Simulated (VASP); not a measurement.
Fe, 1 atom in the cell. It takes space group Im-3m (No. 229, cubic). The conventional cell has a = 2.905 Å, b = 2.905 Å, c = 2.905 Å, α = 90.00°, β = 90.00°, γ = 90.00°. Fe (site symmetry m-3m) has 14 Fe at 2.52 to 2.91 Å within 3.3 Å.  This cell differs from its parent crystal: volume scaled by 1.02.

```yaml
Program: VASP 6.6.1
Task: single point
Functional: RPBE
Potentials_or_basis: VASP PAW PBE potentials, release 64 (Fe)
Cutoff: 600 eV
k_mesh: 13 × 13 × 13
Occupations: fermi-dirac, width 0.01 eV
Spin: collinear spin, zero start
Starting_moments: "[0.0] μB"
Fixed_moment: 0 μB
Dipole_correction: no
Further_INCAR_settings: ALGO = Normal; EDIFF = 1e-06; NBANDS = 14
```

Potentials or basis: VASP PAW PBE potentials, release 64 (Fe).

Command:

```sh
$ cat potpaw_PBE.64/Fe/POTCAR > POTCAR
$ mpirun -np 1 vasp_std > vasp.out
```

Hardware: 1 thread of Intel Xeon 8259CL, on a shared host.

**Question.** Estimate the wall time of this run.

**Answer.** It took 53 s on 1 thread of Intel Xeon 8259CL, on a shared host, peak memory 0.15 GiB. Counts: scf iterations 12, k points 84.
